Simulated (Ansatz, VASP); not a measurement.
# Two plane-wave programs on AlNi

```
CELL_PARAMETERS angstrom
2.85993 0.00000 0.00000
0.00000 2.85993 0.00000
0.00000 0.00000 2.95612
ATOMIC_POSITIONS crystal
Al 0.00000 0.00000 0.00000
Ni 0.50000 0.50000 0.50000
```

Change from the starting cell: strain along c alone, the other axes held, atoms relaxed: +3.0 %.

Alike in both runs: task single point; functional r2SCAN; k mesh 18 × 18 × 18; occupations gaussian, width 0.1 eV; no spin polarisation.

```csv
,VASP,Ansatz
version,VASP 6.6.1,Ansatz 0.2.0
potentials or method,"VASP PAW PBE potentials, release 64 (Al, Ni), cutoff 520 eV","scalar-relativistic, plane waves, PAW"
valence electrons in the cell,13,21
```

|  | VASP | Ansatz | Ansatz less VASP |
| --- | --- | --- | --- |
| gap on the k mesh at the Fermi level (eV) | none | none | - |
| pressure (GPa) | -5.1 | -4.9 | +0.20 |
| traceless stress, the component that is largest in VASP (GPa) | -1.42 | -1.39 | +0.025 |

VASP's potentials were made for PBE, not for r2SCAN. A gap of «none» marks a metal or a gap that the smearing closes. VASP's potentials hold 13 valence electrons a cell and Ansatz's 21, so a difference there can come from the potentials and not from the codes.
